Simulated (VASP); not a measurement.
A run of VASP 6.6.1 is set up as follows.

POSCAR

```
SiSn2
1.0
    5.2315809143      0.0000000000      0.0000000000
   -2.6157904572      4.5306819738      0.0000000000
    0.0000000000      0.0000000000      3.0215554052
Si Sn
1 2
Direct
    0.0000000000      0.0000000000      0.0000000000
    0.3333333333      0.6666666667      0.5000000000
    0.6666666667      0.3333333333      0.5000000000
```

INCAR.step1

```
SYSTEM = SiSn2
PREC     = Accurate       ! precision mode
ENCUT    = 520            ! plane-wave cutoff, eV
ISMEAR   = 0              ! smearing method
SIGMA    = 0.1            ! smearing width, eV
LREAL    = .FALSE.        ! projectors in reciprocal space
LASPH    = .TRUE.         ! aspherical terms in the spheres
NELM     = 60             ! most SCF steps
NBANDS   = 23             ! bands
GGA      = PE             ! functional
ALGO     = Normal         ! electronic algorithm
EDIFF    = 1E-4           ! SCF threshold, eV
LWAVE    = .TRUE.         ! write WAVECAR
LCHARG   = .FALSE.        ! write CHGCAR
```

INCAR.step2

```
SYSTEM = SiSn2
PREC     = Accurate       ! precision mode
ENCUT    = 520            ! plane-wave cutoff, eV
EDIFF    = 1E-6           ! SCF threshold, eV
ISMEAR   = 0              ! smearing method
SIGMA    = 0.1            ! smearing width, eV
LREAL    = .FALSE.        ! projectors in reciprocal space
LASPH    = .TRUE.         ! aspherical terms in the spheres
NELM     = 60             ! most SCF steps
ALGO     = Normal         ! electronic algorithm
ISIF     = 2              ! what is computed and relaxed
LWAVE    = .FALSE.        ! write WAVECAR
LCHARG   = .FALSE.        ! write CHGCAR
METAGGA  = R2SCAN         ! meta-GGA
LMIXTAU  = .TRUE.       
NBANDS   = 23             ! bands
ISTART   = 1
```

The input KPOINTS:

```
Automatic mesh
0
G
  6 6 6
  0 0 0
```

Potentials or basis: VASP PAW PBE potentials, release 64 (Si, Sn_d).

Run with:

```sh
$ cat potpaw_PBE.64/Si/POTCAR potpaw_PBE.64/Sn_d/POTCAR > POTCAR
$ cp INCAR.step1 INCAR
$ mpirun -np 1 vasp_std > vasp.out
$ cp INCAR.step2 INCAR
$ mpirun -np 1 vasp_std > vasp.out
```

(1) Estimate the pressure.

(2) What does it give for the band gap on the k mesh?

Results:

(1) -0.1 GPa.

(2) zero (band 16 reaches 9.46 eV, above the bottom of band 17 at 5.05 eV).

Caveat: the PAW data sets were made with another functional, which shifts forces and pressure a little; spin-orbit coupling is left out, which moves the levels of the heavy elements.
